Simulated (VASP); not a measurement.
**Si: single point with r2SCAN**

The system is Si.

```
CELL_PARAMETERS angstrom
0.00000 1.70244 2.40725
1.70244 0.00000 2.40725
1.70244 1.70244 0.00000
ATOMIC_POSITIONS crystal
Si 0.00000 0.00000 0.00000
```

This cell differs from its parent crystal: ratio of the length along z to the lengths across it x 1.414, volume and fractional coordinates fixed.

| Quantity | Value |
| --- | --- |
| Program | VASP 6.6.1 |
| Task | single point |
| Functional | r2SCAN |
| Potentials or basis | VASP PAW PBE potentials, release 64 (Si) |
| Cutoff | 520 eV |
| k mesh | 24 × 24 × 24 |
| Occupations | gaussian, width 0.15 eV |
| Spin | no spin polarisation |
| Dipole correction | no |
| Further INCAR settings | ALGO = Normal; EDIFF = 1e-06; NBANDS = 8 |

```yaml
Pressure: 8.6 GPa
Band_gap_on_the_k_mesh: zero (bands 2 and 3 overlap by 12.76 eV)
```

Stress tensor (GPa, compression positive):
```
11.12  0.00  0.00
 0.00 11.12  0.00
 0.00  0.00  3.56
```

Levels at points of the mesh, in eV from the Fermi level:
| k point | band 1 | band 2 | band 3 | band 4 | band 5 | band 6 |
| --- | --- | --- | --- | --- | --- | --- |
| (0.00, 0.00, 0.00) | -15.64 | 8.20 | 10.07 | 10.75 | 13.31 | 13.31 |
| (0.50, 0.00, 0.00) | -7.58 | -7.47 | 4.03 | 6.22 | 15.31 | 16.55 |
| (0.50, 0.50, 0.00) | -9.94 | -8.13 | 7.56 | 9.02 | 9.02 | 13.54 |
| (0.50, 0.00, 0.50) | -3.93 | -1.26 | 0.44 | 4.51 | 4.73 | 5.36 |

It took 4.3 min on 1 thread of Intel(R) Xeon(R) Platinum 8259CL CPU @ 2.50GHz (Skylake/Cascade Lake), with other jobs on the host, peak memory 0.21 GiB.

Caveat: the cell stands under pressure; the PAW data sets were made with another functional, which shifts forces and pressure a little.
